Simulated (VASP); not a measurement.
Write the native input for VASP 6.6.1 that does the following.

```
Task                   : single point
Functional             : PBE
Potentials or basis    : VASP PAW PBE potentials, release 64 (Nd_3, Si, S), 4f in core
Cutoff                 : 500 eV
k mesh                 : 4 × 4 × 4
Occupations            : gaussian, width 0.1 eV
Spin                   : no spin polarisation
Dipole correction      : no
Mended                 : yes
Further INCAR settings : ALGO = Normal; EDIFF = 1e-06; NBANDS = 24
```

The structure of Nd2SiS lies in POSCAR:

```
Nd2SiS
1.0
    3.8874626200      0.0000000000      0.0000000000
    0.0000000000      3.8874626200      0.0000000000
    0.0000000000      0.0000000000      5.4926396300
Nd Si S
2 1 1
Direct
    0.0000000000      0.0000000000      0.5000000000
    0.5000000000      0.5000000000      0.0000000000
    0.0000000000      0.0000000000      0.0000000000
    0.5000000000      0.5000000000      0.5000000000
```

The cell was built from a structure type or drawn by symmetry, and may not be a known phase.

These files were run (other wordings do the same):

INCAR

```
PREC = Accurate
ENCUT = 500
EDIFF = 1E-6
ISMEAR = 0
SIGMA = 0.1
LREAL = F
LASPH = T
NELM = 200
ALGO = Normal
ISIF = 2
LWAVE = F
LCHARG = F
GGA = PE
NBANDS = 24
GGA_COMPAT = F
LMAXMIX = 6
```

KPOINTS

```
Automatic mesh
0
Gamma
  4 4 4
```

Potentials or basis: VASP PAW PBE potentials, release 64 (Nd_3, Si, S), 4f in core.

Command:

```bash
$ cat potpaw_PBE.64/Nd_3/POTCAR potpaw_PBE.64/Si/POTCAR potpaw_PBE.64/S/POTCAR > POTCAR
$ mpirun -np 1 vasp_std > vasp.out
```

It gave:

```
Pressure               : 23.2 GPa
Band gap on the k mesh : zero (bands 16 and 17 overlap by 0.98 eV)
```

Caveat: the k points lie up to 0.40 Å⁻¹ apart, too coarse for converged energies and pressures of a metal; spin-orbit coupling is left out, which moves the levels of the heavy elements; the 4f electrons are frozen in the core, so they carry no moment and show no levels; the run has no spin polarisation, though such a crystal can be magnetic.

Wall time 14 s on 1 thread of Intel(R) Xeon(R) 6975P-C (Granite Rapids) (shared host), peak memory 0.19 GiB.
